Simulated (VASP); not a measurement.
Here is a VASP 6.6.1 calculation.

INCAR

```
ALGO = Normal ; EDIFF = 1E-6
ENCUT = 520 ; GGA = CA
ISIF = 2 ; ISMEAR = -1
LASPH = T ; LCHARG = F
LREAL = F ; LWAVE = F
NBANDS = 18 ; NELM = 60
PREC = Accurate ; SIGMA = 0.1
```

The input KPOINTS:

```
k-points
0
Gamma
  13 13 13
```

Contents of POSCAR:

```
Yb
1.0
   -1.9668968386      1.9668968386      1.9668968386
    1.9668968386     -1.9668968386      1.9668968386
    1.9668968386      1.9668968386     -1.9668968386
Yb
1
Direct
    0.0000000000      0.0000000000      0.0000000000
```

Potentials or basis: VASP PAW PBE potentials, release 64 (Yb).

The run is started by

```console
$ cat potpaw_PBE.64/Yb/POTCAR > POTCAR
$ mpirun -np 1 vasp_std > vasp.out
```

Predict the pressure.

-1.0 GPa.

Estimate the band gap on the k mesh.

zero (bands 12 and 13 overlap by 0.77 eV).

Caveat: the PAW data sets were made with another functional, which shifts forces and pressure a little; spin-orbit coupling is left out, which moves the levels of the heavy elements. Spin polarisation is off, so any magnetic state and its effect on volume and gap are missing.
